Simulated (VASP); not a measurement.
PbS: electric field gradients with PBEsol

The system is PbS, a slab with vacuum.

```
CELL_PARAMETERS angstrom
2.95027 -2.90963 0.00000
2.95027 2.90963 0.00000
-1.08364 0.00000 11.74819
ATOMIC_POSITIONS crystal
Pb 0.77560 0.77560 0.63638
Pb 0.22440 0.22440 0.36362
S 0.26840 0.26840 0.59860
S 0.73160 0.73160 0.40140
```

- Program: VASP 6.6.1
- Task: electric field gradients
- Functional: PBEsol
- Potentials or basis: VASP PAW PBE potentials, release 64 (Pb_d, S)
- Cutoff: 520 eV
- k mesh: 7 × 7 × 3
- Occupations: fermi-dirac, width 0.01 eV
- Spin: no spin polarisation
- Dipole correction: no
- Further INCAR settings: ALGO = Normal; EDIFF = 1e-08; NBANDS = 28

| Property | Result |
| --- | --- |
| Largest force | 0.740 eV/Å |
| Band gap on the k mesh | 1.29 eV |
| Largest electric field gradient by atom | Pb -126.1; S +1.6 V/Å² |

Forces on the atoms (eV/Å):
```
Pb  -0.001  0.000 -0.740
Pb   0.001  0.000  0.740
S   -0.004  0.000 -0.213
S    0.004  0.000  0.213
```

Levels at points of the mesh, in eV from the valence-band top:
```tsv
k point	band 18	band 19	band 20	band 21	band 22	band 23
(0.00, 0.00, 0.00)	-1.43	-1.31	0.00	1.38	3.14	4.87
```

Electric field gradients, principal values (V/Å²):
```
atom   least  middle  greatest (by size)
1 Pb  34.674  91.405            -126.079
2 Pb  34.674  91.405            -126.079
 3 S  -0.412  -1.169               1.581
 4 S  -0.412  -1.169               1.581
```

Run time: 8.1 min on 1 thread of Intel Xeon 8259CL (shared host), peak memory 0.42 GiB.

Caveat: without QUAD_EFG the Cq values of the log hold for a quadrupole moment of 1 mb, not for the nuclei; the PAW data sets were made with another functional, which shifts forces and pressure a little; spin-orbit coupling is left out, which moves the levels of the heavy elements.
